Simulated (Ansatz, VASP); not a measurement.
# Two plane-wave programs on SbRu2

```xyz
3
Lattice="0.0000 3.0312 3.0312 3.0312 0.0000 3.0312 3.0312 3.0312 0.0000" Properties=species:S:1:pos:R:3 pbc="T T T"
Sb    0.0000    0.0000    0.0000
Ru    1.5156    1.5156    1.5156
Ru    4.5467    4.5467    4.5467
```

Alike in both runs: functional PBE; k mesh 14 × 14 × 14; occupations gaussian, width 0.1 eV; no spin polarisation.

Ansatz relaxed the structure, and its values are those at the end. VASP's run is a single point on that final structure, the one shown.

|  | VASP | Ansatz |
| --- | --- | --- |
| version | VASP 6.6.1 | Ansatz 0.2.0 |
| potentials or method | VASP PAW PBE potentials, release 64 (Sb, Ru_pv), cutoff 520 eV | scalar-relativistic, plane waves, PAW |
| valence electrons in the cell | 33 | 47 |

```tsv
	VASP	Ansatz	Ansatz less VASP
gap on the k mesh at the Fermi level (eV)	none	none	-
pressure (GPa)	-0.2	0.0	+0.24
```

A gap of «none» marks a metal or a gap that the smearing closes. VASP's potentials hold 33 valence electrons a cell and Ansatz's 47, so a difference there can come from the potentials and not from the codes.

Spin-orbit coupling is off throughout.
